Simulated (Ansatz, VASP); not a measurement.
## One calculation of Na, two programs

```
CELL_PARAMETERS angstrom
-2.18983 2.18983 2.18983
2.18983 -2.18983 2.18983
2.18983 2.18983 -2.18983
ATOMIC_POSITIONS crystal
Na 0.00000 0.00000 0.00000
```

Alike in both runs: task single point; functional LDA; k mesh 8 × 8 × 8; occupations gaussian, width 0.05 eV; no spin polarisation.

|  | VASP | Ansatz |
| --- | --- | --- |
| version | VASP 6.6.1 | Ansatz 0.2.0 |
| potentials or method | VASP PAW LDA potentials, release 64 (Na_pv), cutoff 500 eV | plane waves, PAW |
| valence electrons in the cell | 7 | 9 |

|  | VASP | Ansatz | Ansatz less VASP |
| --- | --- | --- | --- |
| pressure (GPa) | -1.4 | -1.4 | +0.03 |

LDA's correlation is that of Perdew and Zunger in VASP and of Perdew and Wang (1992) in Ansatz. VASP's potentials hold 7 valence electrons a cell and Ansatz's 9, so a difference there can come from the potentials and not from the codes.
